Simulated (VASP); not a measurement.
Wanted: the native input for a VASP 6.6.1 run.

```
Task                   : single point
Functional             : LDA
Potentials or basis    : VASP PAW LDA potentials, release 64 (Mg, Se)
Cutoff                 : 600 eV
k mesh                 : 8 × 8 × 8
Occupations            : gaussian, width 0.05 eV
Spin                   : no spin polarisation
Dipole correction      : no
Further INCAR settings : ALGO = Normal; EDIFF = 1e-06; NBANDS = 11
```

The structure of MgSe lies in POSCAR:

```
MgSe
1.0
    0.0000000000      2.6573625000      2.7936375000
    2.6573625000      0.0000000000      2.7936375000
    2.6573625000      2.6573625000      0.0000000000
Mg Se
1 1
Direct
    0.0000000000      0.0000000000      0.0000000000
    0.5000000000      0.5000000000      0.5000000000
```

This cell differs from its parent crystal: strain -0.025 along x and y, +0.025 along z.

These files were run (other wordings do the same):

INCAR

```
ALGO = Normal
EDIFF = 1E-6
ENCUT = 600
GGA_COMPAT = False
ISIF = 2
ISMEAR = 0
LASPH = True
LCHARG = True
LELF = True
LREAL = False
LVHAR = True
LWAVE = False
NBANDS = 11
NELM = 120
PREC = Accurate
SIGMA = 0.05
```

KPOINTS

```
k-points
0
Gamma
  8 8 8
```

Potentials or basis: VASP PAW LDA potentials, release 64 (Mg, Se).

The run is started by

```console
$ cat potpaw_LDA.64/Mg/POTCAR potpaw_LDA.64/Se/POTCAR > POTCAR
$ mpirun -np 1 vasp_std > vasp.out
```

It gave:

The pressure is -0.4 GPa. The band gap on the k mesh is 1.48 eV (least direct gap 2.43 eV).

Caveat: the cell differs from its parent crystal (strain -0.025 along x and y, +0.025 along z).

Run time: 44 s on 1 thread of Intel Xeon 8259CL, on a shared host, peak memory 0.18 GiB.
